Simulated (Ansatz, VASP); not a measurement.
# Two plane-wave programs on Ta

File POSCAR:

```
Ta
1.0
   -1.6529000000      1.6529000000      1.6529000000
    1.6529000000     -1.6529000000      1.6529000000
    1.6529000000      1.6529000000     -1.6529000000
Ta
1
Direct
    0.0000000000      0.0000000000      0.0000000000
```

The input INCAR.step1:

```
SYSTEM = Ta
PREC = Accurate
ENCUT = 600
ISMEAR = -1
SIGMA = 0.1
LREAL = .FALSE.
LASPH = .TRUE.
NELM = 100
GGA = PE
ALGO = Normal
EDIFF = 1E-4
LWAVE = .TRUE.
LCHARG = .FALSE.
```

The input INCAR.step2:

```
SYSTEM = Ta
PREC = Accurate
ENCUT = 600
EDIFF = 1E-6
ISMEAR = -1
SIGMA = 0.1
LREAL = .FALSE.
LASPH = .TRUE.
NELM = 100
ALGO = Normal
ISIF = 3
LWAVE = .FALSE.
LCHARG = .FALSE.
METAGGA = R2SCAN
LMIXTAU = .TRUE.
IBRION = 2
NSW = 80
EDIFFG = -0.01
ISTART = 1
```

KPOINTS

```
regular mesh
0
G
  13 13 13
  0 0 0
```

Input for Ansatz:

```yaml
crystal:
  lattice:
    - [-1.6529, 1.6529, 1.6529]
    - [1.6529, -1.6529, 1.6529]
    - [1.6529, 1.6529, -1.6529]
  atoms:
    - { symbol: Ta, position: [0.0, 0.0, 0.0] }
hamiltonian:
  xc: r2scan
  pseudopotentials:
    kind: paw
    azcp:
      Ta: "pseudopotentials/Ta.paw.azcp"
basis:
  ecutwfc: 500
  fft_grid_basis: typed
kpoints:
  mp_grid: { grid: [13, 13, 13], shift: [0, 0, 0] }
magnetization:
  spin_polarized: false
scf:
  occupations: { method: fermi_dirac, width: 0.1 }
relax:
  max_steps: 60
  f_tol: 0.01
  cell: {}
```

Alike in both runs: task relaxation of cell and atoms; functional r2SCAN; k mesh 13 × 13 × 13; occupations fermi-dirac, width 0.1 eV; no spin polarisation.

|  | VASP | Ansatz |
| --- | --- | --- |
| version | VASP 6.6.1 | Ansatz 0.2.0 |
| potentials or method | VASP PAW PBE potentials, release 64 (Ta_pv), cutoff 600 eV | plane waves (500 eV) with PAW, scalar-relativistic |
| valence electrons in the cell | 11 | 13 |

VASP gave:

| Property | Result |
| --- | --- |
| relaxed volume (Å³/atom) | 18.13 |
| relaxed cell length with the largest relative difference (Å) | 2.866 |

Task: Which values does Ansatz return?

Result: Relaxed volume (Å³/atom): 18.08; relaxed cell length with the largest relative difference (Å): 2.864.

VASP's potentials were made for PBE, not for r2SCAN. VASP's potentials hold 11 valence electrons a cell and Ansatz's 13, so a difference there can come from the potentials and not from the codes.

Spin-orbit coupling is off throughout.
